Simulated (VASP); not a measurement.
# AlSn (P-6m2) in VASP: further runs

AlSn is run at these levels: PBEsol, LDA; tasks: vibrations by perturbation theory.

All numbers are computed with VASP 6.6.1; they aren't measurements. Logs are shortened: lines on timing, memory, paths and dates and some standing lists are left out, and cuts for length are marked.

## 1. The cell of the first run

Symmetry: P-6m2, No. 187, hexagonal system. Conventional cell: a = 4.198 Å, b = 4.198 Å, c = 3.307 Å, α = 90.00°, β = 90.00°, γ = 120.00°. Sn (site symmetry -6m2) has 6 Al at 2.93 Å and 2 Sn at 3.31 Å within 3.9 Å. Al (site symmetry -6m2) has 6 Sn at 2.93 Å and 2 Al at 3.31 Å within 3.9 Å.

## 2. Vibrations by perturbation theory, PBEsol

INCAR reads:

```
PREC = Accurate ; ENCUT = 520
EDIFF = 1E-8 ; ISMEAR = -1
SIGMA = 0.05 ; LREAL = F
LASPH = T ; NELM = 60
ALGO = Normal ; ISIF = 2
LWAVE = F ; LCHARG = F
GGA = PS ; IBRION = 8
NSW = 1
```

KPOINTS reads:

```
Automatic mesh
0
Gamma
  6 6 8
```

POSCAR reads:

```
AlSn
1.0
    4.1981056157      0.0000000000      0.0000000000
   -2.0990528078      3.6356661109      0.0000000000
    0.0000000000      0.0000000000      3.3068470000
Sn Al
1 1
Direct
    0.3333333333      0.6666666667      0.5000000000
    0.0000000000      0.0000000000      0.0000000000
```

Potentials or basis: VASP PAW PBE potentials, release 64 (Sn_d, Al).

Started as:

```
cat potpaw_PBE.64/Sn_d/POTCAR potpaw_PBE.64/Al/POTCAR > POTCAR
mpirun -np 1 vasp_std > vasp.out
```

OUTCAR:

```text
PREC = Accurate
   ENCUT = 520
   EDIFF = 1E-8
   ISMEAR = -1
   LREAL = F
   LASPH = T
   NELM = 60
   ISIF = 2
   GGA = PS
   IBRION = 8
   NSW = 1

 ion  position               nearest neighbor table
   1  0.333  0.667  0.500-   2 2.93   2 2.93   2 2.93   2 2.93   2 2.93   2 2.93
   2  0.000  0.000  0.000-   1 2.93   1 2.93   1 2.93   1 2.93   1 2.93   1 2.93

  LATTYP: Found a hexagonal cell.
 ALAT       =     4.1981056157
 C/A-ratio  =     0.7876998110

  Lattice vectors:

 A1 = (   4.1981056157,   0.0000000000,   0.0000000000)
 A2 = (  -2.0990528078,   3.6356661109,   0.0000000000)
 A3 = (   0.0000000000,   0.0000000000,   3.3068470000)

Analysis of symmetry for initial positions (statically):
=====================================================================
 Subroutine PRICEL returns:
 Original cell was already a primitive cell.

 Routine SETGRP: Setting up the symmetry group for a
 hexagonal supercell.

 Subroutine GETGRP returns: Found 12 space group operations
 (whereof 12 operations were pure point group operations)
 out of a pool of 24 trial point group operations.

The static configuration has the point symmetry D_3h.

Analysis of symmetry for dynamics (positions and initial velocities):
=====================================================================
 Subroutine PRICEL returns:
 Original cell was already a primitive cell.

 Routine SETGRP: Setting up the symmetry group for a
 hexagonal supercell.

 Subroutine GETGRP returns: Found 12 space group operations
 (whereof 12 operations were pure point group operations)
 out of a pool of 24 trial point group operations.

The dynamic configuration has the point symmetry D_3h.

 Subroutine INISYM returns: Found 12 space group operations
 (whereof 12 operations are pure point group operations),
 and found     1 'primitive' translations

----------------------------------------------------------------------------------------

                                     Primitive cell

  volume of cell :      50.4721

  direct lattice vectors                    reciprocal lattice vectors
     4.198105616  0.000000000  0.000000000     0.238202678  0.137526380  0.000000000
    -2.099052808  3.635666111  0.000000000     0.000000000  0.275052760  0.000000000
     0.000000000  0.000000000  3.306847000     0.000000000  0.000000000  0.302402863

  length of vectors
     4.198105616  4.198105616  3.306847000     0.275052760  0.275052760  0.302402863

  position of ions in fractional coordinates (direct lattice)
     0.333333333  0.666666667  0.500000000
     0.000000000  0.000000000  0.000000000

  ion indices of the primitive-cell ions
   primitive index   ion index
                 1           1
                 2           2

----------------------------------------------------------------------------------------

 KPOINTS: Automatic mesh

Automatic generation of k-mesh.
 Grid dimensions read from file:
 generate k-points for:    6    6    8

 Generating k-lattice:

  Cartesian coordinates                     Fractional coordinates (reciprocal lattice)
     0.039700446  0.022921063  0.000000000     0.166666667  0.000000000  0.000000000
     0.000000000  0.045842127  0.000000000     0.000000000  0.166666667  0.000000000
     0.000000000  0.000000000  0.037800358     0.000000000  0.000000000  0.125000000

  Length of vectors
     0.045842127  0.045842127  0.037800358

  Shift w.r.t. Gamma in fractional coordinates (k-lattice)
     0.000000000  0.000000000  0.000000000

 Subroutine IBZKPT returns following result:
 ===========================================

 Found     35 irreducible k-points:

 Following reciprocal coordinates:
            Coordinates               Weight
  0.000000  0.000000  0.000000      1.000000
  0.166667 -0.000000  0.000000      6.000000
  0.333333 -0.000000  0.000000      6.000000
  0.500000  0.000000  0.000000      3.000000
  0.166667  0.166667  0.000000      6.000000
  0.333333  0.166667  0.000000     12.000000
[... 16 lines left out ...]
  0.166667 -0.000000  0.375000     12.000000
  0.333333 -0.000000  0.375000     12.000000
 [... further k-points ...]
   k-points           NKPTS =     35   k-points in BZ     NKDIM =     35   number of bands    NBANDS=     12
   number of dos      NEDOS =    301   number of ions     NIONS =      2
   total plane-waves  NPLWV =  28672
   dimension x,y,z NGX =    32 NGY =   32 NGZ =   28
   dimension x,y,z NGXF=    64 NGYF=   64 NGZF=   56
   ions per type =               1   1
   NGX,Y,Z   is equivalent  to a cutoff of  12.67, 12.67, 14.08 a.u.
   NGXF,Y,Z  is equivalent  to a cutoff of  25.34, 25.34, 28.15 a.u.
 SYSTEM =  unknown system
   PREC   = accura    normal or accurate (medium, high low for compatibility)
   ISTART =      0    job   : 0-new  1-cont  2-samecut
   ICHARG =      2    charge: 1-file 2-atom 10-const
   ISPIN  =      1    spin polarized calculation?
   LNONCOLLINEAR =      F non collinear calculations
   LSORBIT =      F    spin-orbit coupling
   LASPH  =      T    aspherical Exc in radial PAW
   ENCUT  =  520.0 eV  38.22 Ry    6.18 a.u.   7.81  7.81  6.15*2*pi/ulx,y,z
   NELM   =     60;   NELMIN=  2; NELMDL= -5     # of ELM steps
   EDIFF  = 0.1E-07   stopping-criterion for ELM
   LREAL  =      F    real-space projection
   EDIFFG = 0.1E-06   stopping-criterion for IOM
   NSW    =      1    number of steps for IOM
   IBRION =      8    ionic relax: 0-MD 1-quasi-New 2-CG
   NFREE  =      0    steps in history (QN), initial steepest desc. (CG)
   ISIF   =      2    stress and relaxation
   ISYM   =      2    0-nonsym 1-usesym 2-fastsym
   POTIM  = 0.5000    time-step for ionic-motion
   TEBEG  =    0.0;   TEEND  =   0.0 temperature during run
   PSTRESS=    0.0 pullay stress
   NELECT =      17.0000    total number of electrons
   NUPDOWN=      -1.0000    fix difference up-down
   EMIN   =  10.00;   EMAX   =-10.00  energy-range for DOS
   EFERMI =   0.00;   METHOD = LEGACY
   ISMEAR =    -1;   SIGMA  =   0.05  broadening in eV -4-tet -1-fermi 0-gaus
   EFERMI_NEDOS =   21; number of points for ismear=-14 and -15
   IALGO  =     38    algorithm
   IMIX   =      4    mixing-type and parameters
     AMIX     =   0.40;   BMIX     =  1.00
     AMIX_MAG =   1.60;   BMIX_MAG =  1.00
  volume/ion in A,a.u.               =      25.24       170.30
  Fermi-wavevector in a.u.,A,eV,Ry     =   1.139044  2.152482 17.652500  1.297422
  Thomas-Fermi vector in A             =   2.275748
   LORBIT       =      0    0 simple, 1 ext, 2 COOP (PROOUT), +10 PAW based schemes
   GGA     = PS    functional components
   LHFCALC =     F    Hartree Fock is set to
   AEXX    =    0.0000 exact exchange contribution
   IVDW    =     0    specifies the selected vdW correction
   LEPSILON=     F    determine dielectric tensor
   LRPA    =     F    only Hartree local field effects (RPA)
 non-spin polarized calculation
  energy-cutoff  :      520.00
  volume of cell :       50.47
 maximum number of plane-waves:      1374
 NGX is ok and might be reduce to    32
   NGX = 15   NGY = 15   NGZ = 13

--------------------------------------- Ionic step        1  -------------------------------------------

 number of electron      16.9999999 magnetization

 Free energy of the ion-electron system (eV)
  ---------------------------------------------------
  ext. energy  EPLUGINS =         0.00000000
  ---------------------------------------------------
  free energy    TOTEN  =        -7.95680152 eV

  energy without entropy =       -7.95146837  energy(sigma->0) =       -7.95413494

 E-fermi :   6.2380     XC(G=0):  -9.6846

 val. band max:        6.1460532849   @ k =   0.1667   0.1667   0.3750
 cond. band min:       6.3276509666   @ k =   0.0000   0.0000   0.1250
 fundamental gap:      0.1815976817
 Fermi energy:         6.2379553674

 k-point     1 :       0.0000    0.0000    0.0000
  band No.  band energies     occupation
      1     -14.9752      2.00000
      2     -14.8744      2.00000
      3     -14.8744      2.00000
      4     -14.8499      2.00000
      5     -14.8499      2.00000
      6      -4.1519      2.00000
      7       6.0983      1.88450
      8       6.0983      1.88450
      9       7.0066      0.00000
     10       8.9103      0.00000
     11       9.4444      0.00000
     12       9.4444      0.00000
[... 331 lines left out ...]
 k-point    24 :       0.3333   -0.0000    0.3750
  band No.  band energies     occupation
      1     -14.9150      2.00000
      2     -14.9077      2.00000
      3     -14.8693      2.00000
      4     -14.8534      2.00000
      5     -14.8132      2.00000
      6      -1.1330      2.00000
      7       2.6555      2.00000
      8       3.3463      2.00000
      9       6.7426      0.00008
     10       6.8418      0.00001
     11       9.0492      0.00000
     12      10.3079      0.00000

 [... further k-points ...]
[... 5 lines left out ...]
  --------------------------------------------------------------------------------------
  -------------------------------------------------------------------------------------
  Total       -0.6529250     -0.6529250     -0.3338157     -0.0000000     -0.0000000      0.0000000
  in kB      -20.7263309    -20.7263309    -10.5965830     -0.0000000     -0.0000000      0.0000000
  external PRESSURE =     -17.3497482 kB  Pullay stress =       0.0000000 kB

 VOLUME and BASIS-vectors are now :
 -----------------------------------------------------------------------------
  energy-cutoff  :      520.00
  volume of cell :       50.47
      direct lattice vectors                 reciprocal lattice vectors
     4.198105616  0.000000000  0.000000000     0.238202678  0.137526380  0.000000000
    -2.099052808  3.635666111  0.000000000     0.000000000  0.275052760  0.000000000
     0.000000000  0.000000000  3.306847000     0.000000000  0.000000000  0.302402863

 POSITION                                       TOTAL-FORCE (eV/Angst)
 -----------------------------------------------------------------------------------
     -0.00000      2.42378      1.65342         0.000000      0.000000      0.000000
      0.00000      0.00000      0.00000        -0.000000     -0.000000      0.000000
 -----------------------------------------------------------------------------------
    total drift:                                0.000000     -0.000000     -0.000000

  FREE ENERGIE OF THE ION-ELECTRON SYSTEM (eV)
  ---------------------------------------------------
  free  energy   TOTEN  =        -7.9568015183 eV

  energy  without entropy=       -7.9514683650  energy(sigma->0) =       -7.95413494

[... ionic steps 2 to 3 ...]

--------------------------------------- Ionic step        4  -------------------------------------------

------------------------ aborting loop because EDIFF is reached ----------------------------------------
[... 11 lines left out ...]
[... ionic steps 8 to 8 ...]

--------------------------------------- Ionic step        9  -------------------------------------------

 Free energy of the ion-electron system (eV)
  ---------------------------------------------------
  ---------------------------------------------------
  free energy    TOTEN  =        -0.00483678 eV

  energy without entropy =       -0.00483679

------------------------ aborting loop because EDIFF is reached ----------------------------------------

 INTERNAL STRAIN TENSOR  FOR ION    2  DIRECTION 3   (eV/Angst):
 -----------------------------------------------------------------------------
     0.00387 -0.00000  0.00000
     0.00000  0.00387  0.00000
     0.00000  0.00000 -0.01166

 INTERNAL STRAIN TENSOR FOR ION    2 for displacements in x,y,z  (eV/Angst):
          X           Y           Z          XY          YZ          ZX
  --------------------------------------------------------------------------------
  x    -0.00000     0.00000    -0.00000    -3.53588     0.00000     0.00000
  y    -3.53588     3.53588     0.00000     0.00000     0.00000     0.00000
  z     0.00000     0.00000     0.00000     0.00000     0.00000     0.00000

 SECOND DERIVATIVES (NOT SYMMETRIZED)
 ------------------------------------
               1X          1Y          1Z          2X          2Y          2Z
  1X    -3.492839   -0.000000    0.000000    3.492839    0.000000    0.000000
  1Y    -0.000000   -3.492839    0.000000    0.000000    3.492839    0.000000
  1Z     0.000000    0.000000   -1.942242   -0.000000    0.000000    1.942242
  2X     3.501753    0.000000    0.000000   -3.501753   -0.000000    0.000000
  2Y     0.000000    3.501753    0.000000   -0.000000   -3.501753    0.000000
  2Z     0.000000    0.000000    1.945463   -0.000000   -0.000000   -1.945463

 Eigenvectors and eigenvalues of the dynamical matrix
 ----------------------------------------------------

   1 f  =    6.237849 THz    39.193558 2PiTHz  208.072231 cm-1    25.797657 meV
             X         Y         Z           dx          dy          dz
     -0.000000  2.423777  1.653423    -0.407660   -0.136464    0.000000
      0.000000  0.000000  0.000000     0.856182    0.286607    0.000000
[... 21 lines left out ...]
   6 f/i=    0.003086 THz     0.019387 2PiTHz    0.102925 cm-1     0.012761 meV
             X         Y         Z           dx          dy          dz
     -0.000000  2.423777  1.653423     0.356639   -0.829458    0.000000
      0.000000  0.000000  0.000000     0.169809   -0.394936    0.000000

--------------------------------------------------------------------------------------------------------

 ELASTIC MODULI CONTR FROM IONIC RELAXATION (kBar)
 Direction    XX          YY          ZZ          XY          YZ          ZX
 --------------------------------------------------------------------------------
 XX        -110.2327    110.2327     -0.0000     -0.0000     -0.0000      0.0000
 YY         110.2327   -110.2327      0.0000     -0.0000      0.0000     -0.0000
 ZZ          -0.0000      0.0000     -0.0000     -0.0000     -0.0000      0.0000
 XY          -0.0000     -0.0000     -0.0000   -110.2327     -0.0000      0.0000
 YZ          -0.0000      0.0000     -0.0000     -0.0000     -0.0000      0.0000
 ZX           0.0000     -0.0000      0.0000      0.0000      0.0000     -0.0000
 --------------------------------------------------------------------------------
```

It took 2 min on 1 thread of Intel Xeon 6975P-C (Granite Rapids), shared host; peak memory 0.33 GiB.

Results:

| Property | Result |
| --- | --- |
| Highest phonon frequency at Γ | 208 cm⁻¹ |

Phonon frequencies in cm⁻¹ (negative: imaginary):
```tsv
q point	frequencies
(0.000, 0.000, 0.000)	0 0 0 155 208 208
```

Caveat: the cell stands under pressure or tension, which shifts response properties; the PAW data sets were made with another functional, which shifts forces and pressure a little; spin-orbit coupling is left out, which moves the levels of the heavy elements.

(Continued in part 2 of 2.)
